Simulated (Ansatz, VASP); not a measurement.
## La: VASP beside Ansatz

Contents of INCAR:

```
SYSTEM = La
PREC     = Accurate       ! precision mode
ENCUT    = 500            ! plane-wave cutoff, eV
EDIFF    = 1E-6           ! SCF threshold, eV
ISMEAR   = -1             ! smearing method
SIGMA    = 0.1            ! smearing width, eV
LREAL    = .FALSE.        ! projectors in reciprocal space
LASPH    = .TRUE.         ! aspherical terms in the spheres
NELM     = 200            ! most SCF steps
ALGO     = Normal         ! electronic algorithm
ISIF     = 2              ! what is computed and relaxed
LWAVE    = .FALSE.        ! write WAVECAR
LCHARG   = .TRUE.         ! write CHGCAR
GGA      = PE             ! functional
LELF     = .TRUE.         ! ELF
LVHAR    = .TRUE.       
NBANDS   = 12             ! bands
GGA_COMPAT= .FALSE.      
LMAXMIX  = 6              ! l up to which the mixer works
```

Contents of KPOINTS:

```
regular mesh
0
G
  12 12 12
  0 0 0
```

The input POSCAR:

```
La
1.0
    0.0000000000      2.6872794587      2.6872794587
    2.6872794587      0.0000000000      2.6872794587
    2.6872794587      2.6872794587      0.0000000000
La
1
Direct
    0.0000000000      0.0000000000      0.0000000000
```

Input for Ansatz:

```yaml
crystal:
  lattice:
    - [0.0, 2.6872794587, 2.6872794587]
    - [2.6872794587, 0.0, 2.6872794587]
    - [2.6872794587, 2.6872794587, 0.0]
  atoms:
    - { symbol: La, position: [0.0, 0.0, 0.0] }
hamiltonian:
  xc: pbe
  pseudopotentials:
    kind: paw
    azcp:
      La: "pseudopotentials/La.paw.azcp"
basis:
  ecutwfc: 420
  fft_grid_basis: typed
kpoints:
  mp_grid: { grid: [12, 12, 12], shift: [0, 0, 0] }
magnetization:
  spin_polarized: false
scf:
  occupations: { method: fermi_dirac, width: 0.1 }
  lower_state_search: "off"
output:
  stress: true
```

Alike in both runs: task single point; functional PBE; k mesh 12 × 12 × 12; occupations fermi-dirac, width 0.1 eV; no spin polarisation.

|  | VASP | Ansatz |
| --- | --- | --- |
| version | VASP 6.6.1 | Ansatz 0.2.0 |
| potentials or method | VASP PAW PBE potentials, release 64 (La), cutoff 500 eV | plane waves (420 eV) with PAW, scalar-relativistic |
| valence electrons in the cell | 11 | 11 |

|  | VASP | Ansatz | Ansatz less VASP |
| --- | --- | --- | --- |
| pressure (GPa) | -1.1 | -1.1 | -0.05 |

Neither program's run includes spin-orbit coupling.
